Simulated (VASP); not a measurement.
Pr2B, 3 atoms in the cell. Symmetry: C2/m, No. 12, monoclinic system. Conventional cell: a = 5.949 Å, b = 4.179 Å, c = 6.884 Å, α = 90.00°, β = 100.88°, γ = 90.00°. Pr (site symmetry m) has 3 B at 2.65 to 2.73 Å and 5 Pr at 3.52 to 3.64 Å within 3.7 Å. B (site symmetry 2/m) has 6 Pr at 2.65 to 2.73 Å and 4 B at 3.64 Å within 3.7 Å. 

```yaml
Program: VASP 6.6.1
Task: single point
Functional: PBE
Potentials_or_basis: VASP PAW PBE potentials, release 64 (Pr_3, B), 4f in core
Cutoff: 500 eV
k_mesh: 6 × 6 × 4
Occupations: gaussian, width 0.1 eV
Spin: no spin polarisation
Dipole_correction: no
Mended: yes
Further_INCAR_settings: ALGO = Normal; EDIFF = 1e-06; NBANDS = 20
```

Potentials or basis: VASP PAW PBE potentials, release 64 (Pr_3, B), 4f in core.

The run is started by

```console
$ cat potpaw_PBE.64/Pr_3/POTCAR potpaw_PBE.64/B/POTCAR > POTCAR
$ mpirun -np 1 vasp_std > vasp.out
```

Hardware: 1 thread of Intel(R) Xeon(R) 6975P-C (Granite Rapids), on a shared host.

Question: How long does it take, and how much memory?

Answer: Run time: 52 s on 1 thread of Intel(R) Xeon(R) 6975P-C (Granite Rapids) (shared host), peak memory 0.22 GiB. Counts: scf iterations 14, k points 47.
